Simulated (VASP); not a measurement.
Write the native input for VASP 6.6.1 that does the following.

```
Task                   : single point
Functional             : PBE
Potentials or basis    : VASP PAW PBE potentials, release 64 (B, W_sv)
Cutoff                 : 420 eV
k mesh                 : 1 × 1 × 1, shifted
Occupations            : fermi-dirac, width 0.05 eV
Spin                   : no spin polarisation
Dipole correction      : no
Further INCAR settings : LREAL = Auto; ALGO = Normal; EDIFF = 1e-06; NBANDS = 57; ISYM = -1
```

The structure of B9W lies in POSCAR:

```
B9W
1.0
    5.2893000000      0.0549780000     -0.1542150000
    0.0549780000      5.6170210000     -0.0299570000
   -0.1542150000     -0.0299570000      5.3834570000
B W
18 2
Direct
    1.0060561406      0.7567751800      0.7881641224
    0.5266996168      0.5745335517      0.4757124062
    0.3867542085      0.8031552952      0.2655183135
    0.5018836823      0.6300974375      0.7829255107
    1.0017220336      0.8138633508      0.4568617280
    0.2715910968      0.6448632353      0.9717218116
    0.9094966654      0.5255878697      0.3386991043
    0.5333340314      0.3429830912      0.7031366373
    0.2297453401      0.5154332534      0.2631554430
    0.6108557569      0.0060888581      0.1067153549
    0.7271463712      0.7890053806      0.9128699480
    0.7716067148      0.3258532538      0.5122663589
    0.3917149101      0.2733073929      0.4041148252
    0.2860330385      0.2330225395      0.1109597869
    0.7244002475      0.7871478178      0.2838701918
    0.1878320567      0.0378950644      0.3355477239
    0.8553969501      0.0801139220      0.3339985837
    0.0105812771      0.5057269537      0.0153772667
    0.9052548888      0.1545657854      0.9037408880
    0.3317609660      0.0017767561      0.7511977422
```

One way to write it, as run:

INCAR

```
PREC     = Accurate       # precision mode
ENCUT    = 420            # plane-wave cutoff, eV
EDIFF    = 1E-6           # SCF threshold, eV
ISMEAR   = -1             # smearing method
SIGMA    = 0.05           # smearing width, eV
LREAL    = Auto         
LASPH    = True           # aspherical terms in the spheres
NELM     = 120            # most SCF steps
ALGO     = Normal         # electronic algorithm
ISIF     = 2              # what is computed and relaxed
LWAVE    = False          # write WAVECAR
LCHARG   = False          # write CHGCAR
GGA      = PE             # functional
ISYM     = -1           
NBANDS   = 57             # bands
GGA_COMPAT= False
```

KPOINTS

```
explicit points
1
Reciprocal
  0.25000000   0.25000000   0.25000000 1
```

Potentials or basis: VASP PAW PBE potentials, release 64 (B, W_sv).

Run with:

```console
$ cat potpaw_PBE.64/B/POTCAR potpaw_PBE.64/W_sv/POTCAR > POTCAR
$ mpirun -np 1 vasp_std > vasp.out
```

It gave:

| Quantity | Value |
| --- | --- |
| Pressure | 7.2 GPa |
| Largest force | 2.311 eV/Å |

Caveat: the atoms stand as in a frame of molecular dynamics.

Run time: 42 s on 1 thread of Intel Xeon 8259CL (shared host), peak memory 0.22 GiB.
